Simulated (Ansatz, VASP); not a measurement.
## One calculation of GaSb2, two programs

```
CELL_PARAMETERS angstrom
4.11137 0.00000 0.00000
-2.05568 3.56055 0.00000
0.00000 0.00000 4.55655
ATOMIC_POSITIONS crystal
Ga 0.00000 0.00000 0.00000
Sb 0.33333 0.66667 0.50000
Sb 0.66667 0.33333 0.50000
```

Change from the starting cell: species swapped into the HfB2 type (P6/mmm, No. 191).

Alike in both runs: task relaxation of cell and atoms; functional PBE; k mesh 6 × 6 × 4; occupations gaussian, width 0.1 eV; no spin polarisation.

|  | VASP | Ansatz |
| --- | --- | --- |
| version | VASP 6.6.1 | Ansatz 0.2.0 |
| potentials or method | VASP PAW PBE potentials, release 64 (Ga_d, Sb), cutoff 600 eV | scalar-relativistic, plane waves, PAW |
| valence electrons in the cell | 23 | 43 |

VASP gave:

* gap on the k mesh at the Fermi level, each at its own relaxed structure (eV): none
* relaxed volume (Å³/atom): 26.15
* relaxed cell length with the largest relative difference (Å): 5.252

Q: Which values does Ansatz return?

A: gap on the k mesh at the Fermi level, each at its own relaxed structure (eV): none; relaxed volume (Å³/atom): 26.25; relaxed cell length with the largest relative difference (Å): 5.261.

A gap of «none» marks a metal or a gap that the smearing closes. VASP's potentials hold 23 valence electrons a cell and Ansatz's 43, so a difference there can come from the potentials and not from the codes.

Spin-orbit coupling is off throughout. Noted on VASP's run: the volume moved by over 15 % at a fixed basis, so the end points are rough.
